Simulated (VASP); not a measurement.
# Cu (P6_3/mmc) in VASP: a series of runs

Runs on Cu. Level: PBEsol. Tasks: single point.

Program: VASP 6.6.1. These are calculated values, not measurements. Logs are shortened: lines on timing, memory, paths and dates and some standing lists are left out, and cuts for length are marked.

**1. The cell of the first run**

The structure is hexagonal, space group P6_3/mmc (No. 194). Conventional cell: a = 2.500 Å, b = 2.500 Å, c = 4.072 Å, α = 90.00°, β = 90.00°, γ = 120.00°. Cu (site symmetry -6m2) has 12 Cu at 2.50 Å within 3.3 Å.

**2. Single point, PBEsol**

INCAR reads:

```
PREC = Accurate ; ENCUT = 520
EDIFF = 1E-6 ; ISMEAR = -1
SIGMA = 0.05 ; LREAL = F
LASPH = T ; NELM = 60
ALGO = Normal ; ISIF = 2
LWAVE = F ; LCHARG = F
GGA = PS ; NBANDS = 18
```

KPOINTS reads:

```
Automatic mesh
0
Gamma
  12 12 7
```

POSCAR reads:

```
Cu
1.0
    2.5002619566      0.0000000000      0.0000000000
   -1.2501309783      2.1652903705      0.0000000000
    0.0000000000      0.0000000000      4.0715591113
Cu
2
Direct
    0.6666666667      0.3333333333      0.7500000000
    0.3333333333      0.6666666667      0.2500000000
```

Potentials or basis: VASP PAW PBE potentials, release 64 (Cu).

Started as:

```bash
$ cat potpaw_PBE.64/Cu/POTCAR > POTCAR
$ mpirun -np 1 vasp_std > vasp.out
```

OUTCAR:

```text
PREC = Accurate
   ENCUT = 520
   EDIFF = 1E-6
   ISMEAR = -1
   LREAL = F
   LASPH = T
   NELM = 60
   ISIF = 2
   GGA = PS

 ion  position               nearest neighbor table
   1  0.667  0.333  0.750-   2 2.50   2 2.50   2 2.50   2 2.50   2 2.50   2 2.50
   2  0.333  0.667  0.250-   1 2.50   1 2.50   1 2.50   1 2.50   1 2.50   1 2.50

  LATTYP: Found a hexagonal cell.
 ALAT       =     2.5002619566
 C/A-ratio  =     1.6284530109

  Lattice vectors:

 A1 = (   2.5002619566,   0.0000000000,   0.0000000000)
 A2 = (  -1.2501309783,   2.1652903705,   0.0000000000)
 A3 = (   0.0000000000,   0.0000000000,   4.0715591113)

Analysis of symmetry for initial positions (statically):
=====================================================================
 Subroutine PRICEL returns:
 Original cell was already a primitive cell.

 Routine SETGRP: Setting up the symmetry group for a
 hexagonal supercell.

 Subroutine GETGRP returns: Found 24 space group operations
 (whereof 12 operations were pure point group operations)
 out of a pool of 24 trial point group operations.

The static configuration has the point symmetry D_3d.
 The point group associated with its full space group is D_6h.

Analysis of symmetry for dynamics (positions and initial velocities):
=====================================================================
 Subroutine PRICEL returns:
 Original cell was already a primitive cell.

 Routine SETGRP: Setting up the symmetry group for a
 hexagonal supercell.

 Subroutine GETGRP returns: Found 24 space group operations
 (whereof 12 operations were pure point group operations)
 out of a pool of 24 trial point group operations.

The dynamic configuration has the point symmetry D_3d.
 The point group associated with its full space group is D_6h.

 Subroutine INISYM returns: Found 24 space group operations
 (whereof 12 operations are pure point group operations),
 and found     1 'primitive' translations

----------------------------------------------------------------------------------------

                                     Primitive cell

  volume of cell :      22.0426

  direct lattice vectors                    reciprocal lattice vectors
     2.500261957  0.000000000  0.000000000     0.399958091  0.230915912  0.000000000
    -1.250130978  2.165290371  0.000000000     0.000000000  0.461831823  0.000000000
     0.000000000  0.000000000  4.071559111     0.000000000  0.000000000  0.245606160

  length of vectors
     2.500261957  2.500261957  4.071559111     0.461831823  0.461831823  0.245606160

  position of ions in fractional coordinates (direct lattice)
     0.666666667  0.333333333  0.750000000
     0.333333333  0.666666667  0.250000000

  ion indices of the primitive-cell ions
   primitive index   ion index
                 1           1
                 2           2

----------------------------------------------------------------------------------------

 KPOINTS: Automatic mesh

Automatic generation of k-mesh.
 Grid dimensions read from file:
 generate k-points for:   12   12    7

 Generating k-lattice:

  Cartesian coordinates                     Fractional coordinates (reciprocal lattice)
     0.033329841  0.019242993  0.000000000     0.083333333 -0.000000000  0.000000000
     0.000000000  0.038485985  0.000000000     0.000000000  0.083333333  0.000000000
     0.000000000  0.000000000  0.035086594     0.000000000  0.000000000  0.142857143

  Length of vectors
     0.038485985  0.038485985  0.035086594

  Shift w.r.t. Gamma in fractional coordinates (k-lattice)
     0.000000000  0.000000000  0.000000000

 Subroutine IBZKPT returns following result:
 ===========================================

 Found     76 irreducible k-points:

 Following reciprocal coordinates:
            Coordinates               Weight
  0.000000  0.000000  0.000000      1.000000
  0.083333 -0.000000  0.000000      6.000000
  0.166667  0.000000  0.000000      6.000000
  0.250000  0.000000  0.000000      6.000000
  0.333333  0.000000  0.000000      6.000000
  0.416667  0.000000  0.000000      6.000000
[... 16 lines left out ...]
  0.250000  0.000000  0.142857     12.000000
  0.333333  0.000000  0.142857     12.000000
 [... further k-points ...]
   k-points           NKPTS =     76   k-points in BZ     NKDIM =     76   number of bands    NBANDS=     18
   number of dos      NEDOS =    301   number of ions     NIONS =      2
   total plane-waves  NPLWV =  12000
   dimension x,y,z NGX =    20 NGY =   20 NGZ =   30
   dimension x,y,z NGXF=    40 NGYF=   40 NGZF=   60
   ions per type =               2
   NGX,Y,Z   is equivalent  to a cutoff of  13.30, 13.30, 12.25 a.u.
   NGXF,Y,Z  is equivalent  to a cutoff of  26.60, 26.60, 24.50 a.u.
 SYSTEM =  unknown system
   PREC   = accura    normal or accurate (medium, high low for compatibility)
   ISTART =      0    job   : 0-new  1-cont  2-samecut
   ICHARG =      2    charge: 1-file 2-atom 10-const
   ISPIN  =      1    spin polarized calculation?
   LNONCOLLINEAR =      F non collinear calculations
   LSORBIT =      F    spin-orbit coupling
   LASPH  =      T    aspherical Exc in radial PAW
   ENCUT  =  520.0 eV  38.22 Ry    6.18 a.u.   4.65  4.65  7.57*2*pi/ulx,y,z
   NELM   =     60;   NELMIN=  2; NELMDL= -5     # of ELM steps
   EDIFF  = 0.1E-05   stopping-criterion for ELM
   LREAL  =      F    real-space projection
   EDIFFG = 0.1E-04   stopping-criterion for IOM
   NSW    =      0    number of steps for IOM
   IBRION =     -1    ionic relax: 0-MD 1-quasi-New 2-CG
   NFREE  =      0    steps in history (QN), initial steepest desc. (CG)
   ISIF   =      2    stress and relaxation
   ISYM   =      2    0-nonsym 1-usesym 2-fastsym
   POTIM  = 0.5000    time-step for ionic-motion
   TEBEG  =    0.0;   TEEND  =   0.0 temperature during run
   PSTRESS=    0.0 pullay stress
   NELECT =      22.0000    total number of electrons
   NUPDOWN=      -1.0000    fix difference up-down
   EMIN   =  10.00;   EMAX   =-10.00  energy-range for DOS
   EFERMI =   0.00;   METHOD = LEGACY
   ISMEAR =    -1;   SIGMA  =   0.05  broadening in eV -4-tet -1-fermi 0-gaus
   EFERMI_NEDOS =   21; number of points for ismear=-14 and -15
   IALGO  =     38    algorithm
   IMIX   =      4    mixing-type and parameters
     AMIX     =   0.40;   BMIX     =  1.00
     AMIX_MAG =   1.60;   BMIX_MAG =  1.00
  volume/ion in A,a.u.               =      11.02        74.38
  Fermi-wavevector in a.u.,A,eV,Ry     =   1.636044  3.091674 36.417888  2.676639
  Thomas-Fermi vector in A             =   2.727416
   LORBIT       =      0    0 simple, 1 ext, 2 COOP (PROOUT), +10 PAW based schemes
   GGA     = PS    functional components
   LHFCALC =     F    Hartree Fock is set to
   AEXX    =    0.0000 exact exchange contribution
   IVDW    =     0    specifies the selected vdW correction
   LEPSILON=     F    determine dielectric tensor
   LRPA    =     F    only Hartree local field effects (RPA)
 non-spin polarized calculation
  energy-cutoff  :      520.00
  volume of cell :       22.04
 maximum number of plane-waves:       606
 NGX is ok and might be reduce to    20
   NGX =  9   NGY =  9   NGZ = 15

 number of electron      21.9999980 magnetization

 Free energy of the ion-electron system (eV)
  ---------------------------------------------------
  ext. energy  EPLUGINS =         0.00000000
  ---------------------------------------------------
  free energy    TOTEN  =        -8.57415590 eV

  energy without entropy =       -8.56631663  energy(sigma->0) =       -8.57023626

 E-fermi :   8.2379     XC(G=0): -13.3162

 val. band max:        8.2312071401   @ k =   0.3333   0.1667   0.2857
 cond. band min:       8.2645366422   @ k =   0.5000   0.0000   0.0000
 fundamental gap:      0.0333295021
 Fermi energy:         8.2379316802

 k-point     1 :       0.0000    0.0000    0.0000
  band No.  band energies     occupation
      1      -1.6443      2.00000
      2       2.7922      2.00000
      3       5.0454      2.00000
      4       5.1043      2.00000
      5       5.1043      2.00000
      6       5.3401      2.00000
[... 10 lines left out ...]
     17      32.6222      0.00000
     18      32.6228      0.00000

 k-point     2 :       0.0833   -0.0000    0.0000
  band No.  band energies     occupation
      1      -1.4090      2.00000
      2       2.9292      2.00000
      3       4.9059      2.00000
      4       5.1943      2.00000
      5       5.2160      2.00000
      6       5.3007      2.00000
[... 10 lines left out ...]
     17      33.2924      0.00000
     18      33.6245      0.00000

 k-point     3 :       0.1667    0.0000    0.0000
  band No.  band energies     occupation
      1      -0.7200      2.00000
      2       3.2754      2.00000
      3       4.6950      2.00000
      4       4.8703      2.00000
      5       5.1539      2.00000
      6       5.4479      2.00000
[... 10 lines left out ...]
     17      30.7027      0.00000
     18      32.8056      0.00000

 k-point     4 :       0.2500    0.0000    0.0000
  band No.  band energies     occupation
      1       0.3574      2.00000
      2       3.5916      2.00000
      3       4.2910      2.00000
      4       4.5450      2.00000
      5       5.0619      2.00000
      6       5.2925      2.00000
[... 375 lines left out ...]
      4       4.7165      2.00000
      5       5.0988      2.00000
      6       5.3252      2.00000
[... 10 lines left out ...]
     17      29.8604      0.00000
     18      31.4682      0.00000

 k-point    23 :       0.2500    0.0000    0.1429
  band No.  band energies     occupation
      1       0.5252      2.00000
      2       3.5799      2.00000
      3       4.1880      2.00000
      4       4.5771      2.00000
      5       4.9793      2.00000
      6       5.3129      2.00000
[... 10 lines left out ...]
     17      28.3504      0.00000
     18      30.6300      0.00000

 k-point    24 :       0.3333    0.0000    0.1429
  band No.  band energies     occupation
      1       1.7607      2.00000
      2       3.5897      2.00000
      3       3.8839      2.00000
      4       4.5211      2.00000
      5       5.0955      2.00000
      6       5.1966      2.00000
[... 10 lines left out ...]
     17      26.3340      0.00000
     18      28.8754      0.00000

 [... further k-points ...]
[... 5 lines left out ...]
  --------------------------------------------------------------------------------------
  -------------------------------------------------------------------------------------
  Total        0.7881350      0.7881350      0.7767260      0.0000000      0.0000000      0.0000000
  in kB       57.2860382     57.2860382     56.4567667      0.0000000      0.0000000      0.0000000
  external PRESSURE =      57.0096143 kB  Pullay stress =       0.0000000 kB

 VOLUME and BASIS-vectors are now :
 -----------------------------------------------------------------------------
  energy-cutoff  :      520.00
  volume of cell :       22.04
      direct lattice vectors                 reciprocal lattice vectors
     2.500261957  0.000000000  0.000000000     0.399958091  0.230915912  0.000000000
    -1.250130978  2.165290371  0.000000000     0.000000000  0.461831823  0.000000000
     0.000000000  0.000000000  4.071559111     0.000000000  0.000000000  0.245606160

 POSITION                                       TOTAL-FORCE (eV/Angst)
 -----------------------------------------------------------------------------------
      1.25013      0.72176      3.05367         0.000000      0.000000      0.000000
     -0.00000      1.44353      1.01789         0.000000      0.000000      0.000000
 -----------------------------------------------------------------------------------
    total drift:                               -0.000000      0.000000     -0.000000

  FREE ENERGIE OF THE ION-ELECTRON SYSTEM (eV)
  ---------------------------------------------------
  free  energy   TOTEN  =        -8.5741558978 eV

  energy  without entropy=       -8.5663166317  energy(sigma->0) =       -8.57023626
```

It took 34 s on 1 thread of AMD EPYC 7R43 (Zen 3), shared host; peak memory 0.11 GiB.

What came out:

```yaml
Free_energy: -8.5742 eV
Pressure: 5.7 GPa
Band_gap_on_the_k_mesh: zero (band 11 reaches 12.42 eV, above the bottom of band 12 at 6.32 eV)
```

Caveat: the PAW data sets were made with another functional, which shifts forces and pressure a little.

**3. Single point, PBEsol**

This run uses another cell than the first one, of 11.20 Å³/atom, 1.017 times its volume.

INCAR reads:

```
SYSTEM = Cu
ALGO = Fast
EDIFF = 1E-6
ENCUT = 520
GGA = PS
ISIF = 2
ISMEAR = -1
LASPH = .TRUE.
LCHARG = .FALSE.
LREAL = .FALSE.
LWAVE = .FALSE.
NBANDS = 18
NELM = 100
PREC = Accurate
SIGMA = 0.05
```

KPOINTS reads:

```
k-points
0
G
  12 12 7
  0 0 0
```

POSCAR reads:

```
Cu
1.0
    2.5142278699      0.0000000000      0.0000000000
   -1.2571139349      2.1773852062      0.0000000000
    0.0000000000      0.0000000000      4.0930002161
Cu
2
Direct
    0.6666666667      0.3333333333      0.7500000000
    0.3333333333      0.6666666667      0.2500000000
```

Potentials or basis: VASP PAW PBE potentials, release 64 (Cu).

Started as:

```bash
$ cat potpaw_PBE.64/Cu/POTCAR > POTCAR
$ mpirun -np 1 vasp_std > vasp.out
```

OUTCAR:

```text
SYSTEM = Cu
   EDIFF = 1E-6
   ENCUT = 520
   GGA = PS
   ISIF = 2
   ISMEAR = -1
   LASPH = .TRUE.
   LREAL = .FALSE.
   NELM = 100
   PREC = Accurate

 ion  position               nearest neighbor table
   1  0.667  0.333  0.750-   2 2.51   2 2.51   2 2.51   2 2.51   2 2.51   2 2.51
   2  0.333  0.667  0.250-   1 2.51   1 2.51   1 2.51   1 2.51   1 2.51   1 2.51

  LATTYP: Found a hexagonal cell.
 ALAT       =     2.5142278699
 C/A-ratio  =     1.6279352660

  Lattice vectors:

 A1 = (   2.5142278699,   0.0000000000,   0.0000000000)
 A2 = (  -1.2571139349,   2.1773852062,   0.0000000000)
 A3 = (   0.0000000000,   0.0000000000,   4.0930002161)

Analysis of symmetry for initial positions (statically):
=====================================================================
 Subroutine PRICEL returns:
 Original cell was already a primitive cell.

 Routine SETGRP: Setting up the symmetry group for a
 hexagonal supercell.

 Subroutine GETGRP returns: Found 24 space group operations
 (whereof 12 operations were pure point group operations)
 out of a pool of 24 trial point group operations.

The static configuration has the point symmetry D_3d.
 The point group associated with its full space group is D_6h.

Analysis of symmetry for dynamics (positions and initial velocities):
=====================================================================
 Subroutine PRICEL returns:
 Original cell was already a primitive cell.

 Routine SETGRP: Setting up the symmetry group for a
 hexagonal supercell.

 Subroutine GETGRP returns: Found 24 space group operations
 (whereof 12 operations were pure point group operations)
 out of a pool of 24 trial point group operations.

The dynamic configuration has the point symmetry D_3d.
 The point group associated with its full space group is D_6h.

 Subroutine INISYM returns: Found 24 space group operations
 (whereof 12 operations are pure point group operations),
[... 106 lines left out ...]
   PSTRESS=    0.0 pullay stress
   NELECT =      22.0000    total number of electrons
   NUPDOWN=      -1.0000    fix difference up-down
   EMIN   =  10.00;   EMAX   =-10.00  energy-range for DOS
   EFERMI =   0.00;   METHOD = LEGACY
   ISMEAR =    -1;   SIGMA  =   0.05  broadening in eV -4-tet -1-fermi 0-gaus
   EFERMI_NEDOS =   21; number of points for ismear=-14 and -15
   IALGO  =     68    algorithm
   IMIX   =      4    mixing-type and parameters
     AMIX     =   0.40;   BMIX     =  1.00
     AMIX_MAG =   1.60;   BMIX_MAG =  1.00
  volume/ion in A,a.u.               =      11.20        75.60
  Fermi-wavevector in a.u.,A,eV,Ry     =   1.627128  3.074827 36.022063  2.647547
  Thomas-Fermi vector in A             =   2.719974
   LORBIT       =      0    0 simple, 1 ext, 2 COOP (PROOUT), +10 PAW based schemes
   GGA     = PS    functional components
   LHFCALC =     F    Hartree Fock is set to
   AEXX    =    0.0000 exact exchange contribution
   IVDW    =     0    specifies the selected vdW correction
   LEPSILON=     F    determine dielectric tensor
   LRPA    =     F    only Hartree local field effects (RPA)
 non-spin polarized calculation
 RMM-DIIS sequential band-by-band and
  energy-cutoff  :      520.00
  volume of cell :       22.41
 maximum number of plane-waves:       616
 NGX is ok and might be reduce to    20
   NGX =  9   NGY =  9   NGZ = 15

 number of electron      21.9999966 magnetization

 Free energy of the ion-electron system (eV)
  ---------------------------------------------------
  ext. energy  EPLUGINS =         0.00000000
  ---------------------------------------------------
  free energy    TOTEN  =        -8.58398527 eV

  energy without entropy =       -8.57609347  energy(sigma->0) =       -8.58003937

 E-fermi :   8.0199     XC(G=0): -13.2183

 val. band max:        8.0087736487   @ k =   0.3333   0.1667   0.2857
 cond. band min:       8.0487629827   @ k =   0.5000   0.0000   0.0000
 fundamental gap:      0.0399893340
 Fermi energy:         8.0198991872

 k-point     1 :       0.0000    0.0000    0.0000
  band No.  band energies     occupation
      1      -1.7295      2.00000
      2       2.6766      2.00000
      3       4.8852      2.00000
      4       4.9424      2.00000
      5       4.9424      2.00000
      6       5.1722      2.00000
[... 481 lines left out ...]
      5       4.9345      2.00000
      6       5.0311      2.00000
[... 10 lines left out ...]
     17      25.9508      0.00000
     18      28.3968      0.00000

 [... further k-points ...]
[... 5 lines left out ...]
  --------------------------------------------------------------------------------------
  -------------------------------------------------------------------------------------
  Total        0.3781509      0.3781509      0.3664143      0.0000000      0.0000000      0.0000000
  in kB       27.0392122     27.0392122     26.2000049      0.0000000      0.0000000      0.0000000
  external PRESSURE =      26.7594765 kB  Pullay stress =       0.0000000 kB

 VOLUME and BASIS-vectors are now :
 -----------------------------------------------------------------------------
  energy-cutoff  :      520.00
  volume of cell :       22.41
      direct lattice vectors                 reciprocal lattice vectors
     2.514227870  0.000000000  0.000000000     0.397736423  0.229633231  0.000000000
    -1.257113935  2.177385206  0.000000000     0.000000000  0.459266462  0.000000000
     0.000000000  0.000000000  4.093000216     0.000000000  0.000000000  0.244319557

 POSITION                                       TOTAL-FORCE (eV/Angst)
 -----------------------------------------------------------------------------------
      1.25711      0.72580      3.06975         0.000000     -0.000000     -0.000000
     -0.00000      1.45159      1.02325        -0.000000      0.000000      0.000000
 -----------------------------------------------------------------------------------
    total drift:                               -0.000000      0.000000     -0.000000

  FREE ENERGIE OF THE ION-ELECTRON SYSTEM (eV)
  ---------------------------------------------------
  free  energy   TOTEN  =        -8.5839852729 eV

  energy  without entropy=       -8.5760934674  energy(sigma->0) =       -8.58003937
```

Run time: 38 s. Hardware: 1 thread of AMD EPYC 7R43 (Zen 3), shared host; peak memory 0.11 GiB.

Results:

```yaml
Free_energy: -8.5840 eV
Pressure: 2.7 GPa
Band_gap_on_the_k_mesh: zero (band 11 reaches 12.15 eV, above the bottom of band 12 at 6.12 eV)
```

Stress tensor (GPa, compression positive):
```
2.70 0.00 0.00
0.00 2.70 0.00
0.00 0.00 2.62
```

Caveat: the PAW data sets were made with another functional, which shifts forces and pressure a little.
